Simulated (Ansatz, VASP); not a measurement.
Given: the input of a run of Ansatz 0.2.0 on Sb.

The input input.yaml:

```yaml
crystal:
  lattice:
    - [-4.0567002343, 4.0567002343, 2.038900914]
    - [4.0567002343, -4.0567002343, 2.038900914]
    - [4.0567002343, 4.0567002343, -2.038900914]
  atoms:
    - { symbol: Sb, position: [0.65126306, 0.15126306, 0.80252612] }
    - { symbol: Sb, position: [0.15126306, 0.34873694, 0.5] }
    - { symbol: Sb, position: [0.34873694, 0.84873694, 0.19747388] }
    - { symbol: Sb, position: [0.84873694, 0.65126306, 0.5] }
hamiltonian:
  xc: r2scan
  pseudopotentials: { kind: paw }
kpoints:
  mp_grid: { grid: [7, 7, 7] }
scf:
  occupations: { method: fermi_dirac, width: 0.05 }
output:
  forces: true
  stress: true
  eigenvalues: true
```

Potentials or basis: Ansatz PAW.

The run is started by

```sh
$ ansatz run input.yaml --threads 2 --pin off --max-ram 5632MiB --backend cpu --events-out ev --progress --plain --runs-dir out
```

Task: Translate it to VASP 6.6.1. Potentials there: VASP PAW PBE potentials, release 64 (Sb).

Result: As run (the cutoff follows the program's own potentials):

Contents of POSCAR:

```
Sb
1.0
   -4.0567002343      4.0567002343      2.0389009140
    4.0567002343     -4.0567002343      2.0389009140
    4.0567002343      4.0567002343     -2.0389009140
Sb
4
Direct
    0.6512630600      0.1512630600      0.8025261200
    0.1512630600      0.3487369400      0.5000000000
    0.3487369400      0.8487369400      0.1974738800
    0.8487369400      0.6512630600      0.5000000000
```

INCAR.step1

```
PREC = Accurate
ENCUT = 520
ISMEAR = -1
SIGMA = 0.05
LREAL = F
LASPH = T
NELM = 60
NBANDS = 18
GGA = PE
ALGO = Normal
EDIFF = 1E-4
LWAVE = T
LCHARG = F
```

INCAR.step2

```
PREC = Accurate
ENCUT = 520
EDIFF = 1E-7
ISMEAR = -1
SIGMA = 0.05
LREAL = F
LASPH = T
NELM = 60
ALGO = Normal
ISIF = 2
LWAVE = F
LCHARG = F
METAGGA = R2SCAN
LMIXTAU = T
NBANDS = 18
ISTART = 1
```

The input KPOINTS:

```
Automatic mesh
0
Gamma
  7 7 7
```

Potentials or basis: VASP PAW PBE potentials, release 64 (Sb).

Run with:

```console
$ cat potpaw_PBE.64/Sb/POTCAR > POTCAR
$ cp INCAR.step1 INCAR
$ mpirun -np 1 vasp_std > vasp.out
$ cp INCAR.step2 INCAR
$ mpirun -np 1 vasp_std > vasp.out
```

Both were run:

|  | VASP | Ansatz | Ansatz less VASP |
| --- | --- | --- | --- |
| gap on the k mesh at the Fermi level (eV) | none | none | - |
| pressure (GPa) | -0.3 | -0.3 | +0.01 |
| traceless stress, the component that is largest in VASP (GPa) | -0.05 | -0.06 | -0.015 |
| rms of the force components (eV/Å) | 0.018 | 0.024 | +0.0060 |

VASP's potentials were made for PBE, not for r2SCAN. Atom by atom the forces differ by 0.006 eV/Å (rms over components). A gap of «none» marks a metal or a gap that the smearing closes. VASP's potentials hold 20 valence electrons a cell and Ansatz's 60, so a difference there can come from the potentials and not from the codes.

Neither program's run includes spin-orbit coupling.
